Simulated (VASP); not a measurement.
## Al: density of states with PBEsol

Crystal: Al.

```xyz
2
Lattice="2.1023 0.0000 0.0000 -1.0511 1.8206 0.0000 0.0000 0.0000 3.4088" Properties=species:S:1:pos:R:3 pbc="T T T"
Al    0.0000    1.2138    0.8522
Al    1.0511    0.6069    2.5566
```

This cell differs from its parent crystal: volume scaled by 0.4.

- Program: VASP 6.6.1
- Task: density of states
- Functional: PBEsol
- Potentials or basis: VASP PAW PBE potentials, release 64 (Al)
- Cutoff: 520 eV
- k mesh: 17 × 17 × 9
- Occupations: fermi-dirac, width 0.05 eV
- Spin: no spin polarisation
- Dipole correction: no
- k mesh for the DOS: 26 × 26 × 14
- Occupations for the DOS: tetrahedron
- Further INCAR settings: ALGO = Normal; EDIFF = 1e-06

* Valence electrons inside the program's atomic spheres: Al 1.54

Levels at points of the mesh, in eV from the Fermi level:
| k point | band 1 | band 2 | band 3 | band 4 | band 5 | band 6 | band 7 |
| --- | --- | --- | --- | --- | --- | --- | --- |
| (0.00, 0.00, 0.00) | -18.34 | -7.89 | -5.50 | 17.09 | 17.09 | 18.45 | 19.86 |
| (0.50, 0.00, 0.00) | -8.78 | -7.65 | -0.19 | 1.69 | 2.54 | 4.61 | 12.89 |
| (0.00, 0.00, 0.50) | -15.26 | -15.26 | 6.18 | 6.18 | 18.09 | 18.09 | 18.09 |
| (0.50, 0.00, 0.50) | -6.56 | -6.56 | -4.33 | -4.33 | 9.92 | 9.92 | 14.32 |

Run time: 60 s on 1 thread of AMD EPYC 7R43 64-Core Processor (Zen 3), on a shared host, peak memory 0.12 GiB.
